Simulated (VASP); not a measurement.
## Fe: single point with PBEsol

The system is Fe.

```
CELL_PARAMETERS angstrom
2.39494 0.00000 0.00000
0.00000 2.39494 0.00000
0.00000 0.00000 3.54152
ATOMIC_POSITIONS crystal
Fe 0.00000 0.00000 0.00000
Fe 0.50000 0.50000 0.50000
```

```json
{"Program": "VASP 6.6.1", "Task": "single point", "Functional": "PBEsol", "Potentials or basis": "VASP PAW PBE potentials, release 64 (Fe)", "Cutoff": "520 eV", "k mesh": "12 × 12 × 9", "Occupations": "fermi-dirac, width 0.05 eV", "Spin": "collinear spin, antiferromagnetic start", "Starting moments": "[2.5, -2.5] μB"}
```

```yaml
Pressure: -0.2 GPa
Band_gap_on_the_k_mesh: zero (filled and empty bands overlap)
Net_moment: 0.00 μB per cell
Site_moments: Fe +1.22, -1.22 μB
Valence_electrons_inside_the_program's_atomic_spheres: Fe 7.53
```

Stress tensor (GPa, compression positive):
```
-0.41  0.00  0.00
 0.00 -0.41  0.00
 0.00  0.00  0.19
```

Levels at points of the mesh, in eV from the Fermi level:
Spin up:
| k point | band 5 | band 6 | band 7 | band 8 | band 9 | band 10 | band 11 | band 12 |
| --- | --- | --- | --- | --- | --- | --- | --- | --- |
| (0.00, 0.00, 0.00) | -1.80 | -1.80 | -0.53 | -0.40 | 1.26 | 1.26 | 1.37 | 2.30 |
| (0.50, 0.00, 0.00) | -2.49 | -2.11 | -1.64 | -0.80 | -0.09 | 0.46 | 2.49 | 3.23 |
| (0.50, 0.50, 0.00) | 0.60 | 0.83 | 1.06 | 1.06 | 1.10 | 1.73 | 3.43 | 3.43 |
Spin down:
| k point | band 6 | band 7 | band 8 | band 9 | band 10 | band 11 |
| --- | --- | --- | --- | --- | --- | --- |
| (0.00, 0.00, 0.00) | -1.80 | -0.53 | -0.40 | 1.26 | 1.26 | 1.37 |
| (0.50, 0.00, 0.00) | -2.11 | -1.64 | -0.80 | -0.09 | 0.46 | 2.49 |
| (0.50, 0.50, 0.00) | 0.83 | 1.06 | 1.06 | 1.10 | 1.73 | 3.43 |

Run time: 71 s on 1 thread of Intel Xeon 6975P-C, with other jobs on the host, peak memory 0.19 GiB.

Caveat: the PAW data sets were made with another functional, which shifts forces and pressure a little.
